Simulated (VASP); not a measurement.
Here is a VASP 6.6.1 calculation.

File POSCAR:

```
GaSb
1.0
    0.0000000000      2.9060500000      2.9825250000
    2.9060500000      0.0000000000      2.9825250000
    2.9060500000      2.9060500000      0.0000000000
Ga Sb
1 1
Direct
    0.0000000000      0.0000000000      0.0000000000
    0.7500000000      0.7500000000      0.7500000000
```

INCAR.step1

```
ALGO     = Normal         # electronic algorithm
EDIFF    = 1E-4           # SCF threshold, eV
ENCUT    = 520            # plane-wave cutoff, eV
GGA      = PE             # functional
ISMEAR   = 0              # smearing method
LASPH    = T              # aspherical terms in the spheres
LCHARG   = F              # write CHGCAR
LREAL    = F              # projectors in reciprocal space
LWAVE    = T              # write WAVECAR
NBANDS   = 16             # bands
NELM     = 100            # most SCF steps
PREC     = Accurate       # precision mode
SIGMA    = 0.05           # smearing width, eV
```

File INCAR.step2:

```
ALGO     = Normal         # electronic algorithm
EDIFF    = 1E-6           # SCF threshold, eV
ENCUT    = 520            # plane-wave cutoff, eV
ISIF     = 2              # what is computed and relaxed
ISMEAR   = 0              # smearing method
ISTART   = 1            
LASPH    = T              # aspherical terms in the spheres
LCHARG   = F              # write CHGCAR
LMIXTAU  = T            
LREAL    = F              # projectors in reciprocal space
LWAVE    = F              # write WAVECAR
METAGGA  = R2SCAN         # meta-GGA
NBANDS   = 16             # bands
NELM     = 100            # most SCF steps
PREC     = Accurate       # precision mode
SIGMA    = 0.05           # smearing width, eV
```

Contents of KPOINTS:

```
k-points
0
Gamma
  10 10 10
```

Potentials or basis: VASP PAW PBE potentials, release 64 (Ga_d, Sb).

The run is started by

```bash
$ cat potpaw_PBE.64/Ga_d/POTCAR potpaw_PBE.64/Sb/POTCAR > POTCAR
$ cp INCAR.step1 INCAR
$ mpirun -np 1 vasp_std > vasp.out
$ cp INCAR.step2 INCAR
$ mpirun -np 1 vasp_std > vasp.out
```

Task: Estimate the band gap on the k mesh.

Result: 0.73 eV, indirect (least direct gap 1.40 eV).

Task: Estimate the pressure.

Result: 10.0 GPa.

Stress tensor (GPa, compression positive):
```
10.44  0.00  0.00
 0.00 10.44  0.00
 0.00  0.00  9.05
```

Caveat: the cell differs from its parent crystal (strain -0.050 along x and y, -0.025 along z); the PAW data sets were made with another functional, which shifts forces and pressure a little; spin-orbit coupling is left out, which moves the levels of the heavy elements. A k mesh can miss the band edges.
